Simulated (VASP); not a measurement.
Wanted: the native input for a VASP 6.6.1 run.

- Task: single point
- Functional: r2SCAN
- Potentials or basis: VASP PAW PBE potentials, release 64 (Os, O, Na_pv, Cl)
- Cutoff: 520 eV
- k mesh: 6 × 6 × 6
- Occupations: fermi-dirac, width 0.0304 eV
- Spin: no spin polarisation
- Dipole correction: no
- Further INCAR settings: ALGO = Normal; EDIFF = 1e-06; NBANDS = 41

The system is Na2OsCl4O2.

```xyz
9
Lattice="-3.4569 3.4569 3.8119 3.4569 -3.4569 3.8119 3.4569 3.4569 -3.8119" Properties=species:S:1:pos:R:3 pbc="T T T"
Os    0.0000    0.0000    0.0000
O     0.0000    0.0000    1.7324
O     0.0000    0.0000    5.8914
Na    0.0000    3.4569    1.9060
Na    3.4569    0.0000    1.9060
Cl    1.6907    1.6907    0.0000
Cl    1.7662   -1.7662    3.8119
Cl    1.7662    1.7662    3.8119
Cl   -1.7662    1.7662    3.8119
```

The input as run:

POSCAR

```
Na2OsCl4O2
1.0
   -3.4568573362      3.4568573362      3.8119409617
    3.4568573362     -3.4568573362      3.8119409617
    3.4568573362      3.4568573362     -3.8119409617
Os O Na Cl
1 2 2 4
Direct
    0.0000000000      0.0000000000      0.0000000000
    0.2272397689      0.2272397689      0.0000000000
    0.7727602311      0.7727602311      0.0000000000
    0.7500000000      0.2500000000      0.5000000000
    0.2500000000      0.7500000000      0.5000000000
    0.2445400152      0.2445400152      0.4890800304
    0.2445400152      0.7554599848      0.0000000000
    0.7554599848      0.7554599848      0.5109199696
    0.7554599848      0.2445400152      0.0000000000
```

INCAR.step1

```
SYSTEM = Na2OsCl4O2
PREC     = Accurate       ! precision mode
ENCUT    = 520            ! plane-wave cutoff, eV
ISMEAR   = -1             ! smearing method
SIGMA    = 0.0304         ! smearing width, eV
LREAL    = .False.        ! projectors in reciprocal space
LASPH    = .True.         ! aspherical terms in the spheres
NELM     = 60             ! most SCF steps
NBANDS   = 41             ! bands
GGA      = PE             ! functional
ALGO     = Normal         ! electronic algorithm
EDIFF    = 1E-4           ! SCF threshold, eV
LWAVE    = .True.         ! write WAVECAR
LCHARG   = .False.        ! write CHGCAR
```

INCAR.step2

```
SYSTEM = Na2OsCl4O2
PREC     = Accurate       ! precision mode
ENCUT    = 520            ! plane-wave cutoff, eV
EDIFF    = 1E-6           ! SCF threshold, eV
ISMEAR   = -1             ! smearing method
SIGMA    = 0.0304         ! smearing width, eV
LREAL    = .False.        ! projectors in reciprocal space
LASPH    = .True.         ! aspherical terms in the spheres
NELM     = 60             ! most SCF steps
ALGO     = Normal         ! electronic algorithm
ISIF     = 2              ! what is computed and relaxed
LWAVE    = .False.        ! write WAVECAR
LCHARG   = .False.        ! write CHGCAR
METAGGA  = R2SCAN         ! meta-GGA
LMIXTAU  = .True.       
NBANDS   = 41             ! bands
ISTART   = 1
```

KPOINTS

```
regular mesh
0
Gamma
  6 6 6
  0 0 0
```

Potentials or basis: VASP PAW PBE potentials, release 64 (Os, O, Na_pv, Cl).

The run is started by

```console
$ cat potpaw_PBE.64/Os/POTCAR potpaw_PBE.64/O/POTCAR potpaw_PBE.64/Na_pv/POTCAR potpaw_PBE.64/Cl/POTCAR > POTCAR
$ cp INCAR.step1 INCAR
$ mpirun -np 1 vasp_std > vasp.out
$ cp INCAR.step2 INCAR
$ mpirun -np 1 vasp_std > vasp.out
```

It gave:

```json
{
 "Pressure": "0.4 GPa",
 "Largest force": "0.392 eV/Å",
 "Band gap on the k mesh": "2.18 eV"
}
```

Caveat: the PAW data sets were made with another functional, which shifts forces and pressure a little; spin-orbit coupling is left out, which moves the levels of the heavy elements.

Wall time 12 min on 1 thread of Intel(R) Xeon(R) Platinum 8259CL CPU @ 2.50GHz (Skylake/Cascade Lake), on a shared host, peak memory 0.5 GiB.
